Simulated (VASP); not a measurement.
**Y: single point with LDA**

Y:

```xyz
1
Lattice="2.6431 0.0000 0.0000 0.0000 2.6431 0.0000 0.0000 0.0000 2.6431" Properties=species:S:1:pos:R:3 pbc="T T T"
Y     0.0000    0.0000    0.0000
```

```yaml
Program: VASP 6.6.1
Task: single point
Functional: LDA
Potentials_or_basis: VASP PAW LDA potentials, release 64 (Y_sv)
Cutoff: 520 eV
k_mesh: 7 × 7 × 7
Occupations: methfessel-paxton, width 0.1 eV
Spin: no spin polarisation
Dipole_correction: no
Further_INCAR_settings: ALGO = Normal; EDIFF = 1e-06; NBANDS = 12
```

| Item | Value |
| --- | --- |
| Pressure | 40.0 GPa |

Levels at points of the mesh, in eV from the Fermi level:
| k point | band 1 | band 2 | band 3 | band 4 | band 5 | band 6 | band 7 | band 8 | band 9 | band 10 |
| --- | --- | --- | --- | --- | --- | --- | --- | --- | --- | --- |
| (0.00, 0.00, 0.00) | -42.45 | -20.54 | -20.54 | -20.54 | -4.26 | -1.76 | -1.76 | 9.83 | 9.83 | 9.83 |

It took 3.7 s on 1 thread of Intel Xeon 6975P-C, on a shared host, peak memory 0.13 GiB.
